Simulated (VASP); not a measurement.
Write the native input for VASP 6.6.1 that does the following.

```yaml
Task: single point
Functional: PBE
Potentials_or_basis: VASP PAW PBE potentials, release 64 (Ba_sv, F)
Cutoff: 520 eV
k_mesh: 3 × 3 × 3
Occupations: gaussian, width 0.1 eV
Spin: no spin polarisation
Dipole_correction: no
Further_INCAR_settings: ALGO = Normal; EDIFF = 1e-06; NBANDS = 52
```

The structure of Ba2F3 lies in POSCAR:

```
Ba2F3
1.0
    3.2586475241      1.8813810252      5.9312278468
   -3.2586475241      1.8813810252      5.9312278468
    0.0000000000     -3.7627620505      5.9312278468
Ba F
4 6
Direct
    0.8521800000      0.8521800000      0.8521800000
    0.6478200000      0.6478200000      0.6478200000
    0.1478200000      0.1478200000      0.1478200000
    0.3521800000      0.3521800000      0.3521800000
    0.0562500000      0.4437500000      0.7500000000
    0.7500000000      0.0562500000      0.4437500000
    0.4437500000      0.7500000000      0.0562500000
    0.9437500000      0.5562500000      0.2500000000
    0.2500000000      0.9437500000      0.5562500000
    0.5562500000      0.2500000000      0.9437500000
```

The input as run:

INCAR

```
PREC = Accurate ; ENCUT = 520
EDIFF = 1E-6 ; ISMEAR = 0
SIGMA = 0.1 ; LREAL = F
LASPH = T ; NELM = 100
ALGO = Normal ; ISIF = 2
LWAVE = F ; LCHARG = F
GGA = PE ; NBANDS = 52
```

KPOINTS

```
regular mesh
0
Gamma
  3 3 3
```

Potentials or basis: VASP PAW PBE potentials, release 64 (Ba_sv, F).

Launch:

```console
$ cat potpaw_PBE.64/Ba_sv/POTCAR potpaw_PBE.64/F/POTCAR > POTCAR
$ mpirun -np 1 vasp_std > vasp.out
```

Results of the run:

```json
{
 "Pressure": "8.9 GPa",
 "Largest force": "0.523 eV/Å",
 "Band gap on the k mesh": "zero (band 41 reaches 4.89 eV, above the bottom of band 42 at 4.78 eV)"
}
```

Caveat: the k points lie up to 0.39 Å⁻¹ apart; spin-orbit coupling is left out, which moves the levels of the heavy elements.

Wall time 68 s on 1 thread of Intel(R) Xeon(R) 6975P-C (Granite Rapids), on a shared host, peak memory 0.4 GiB.
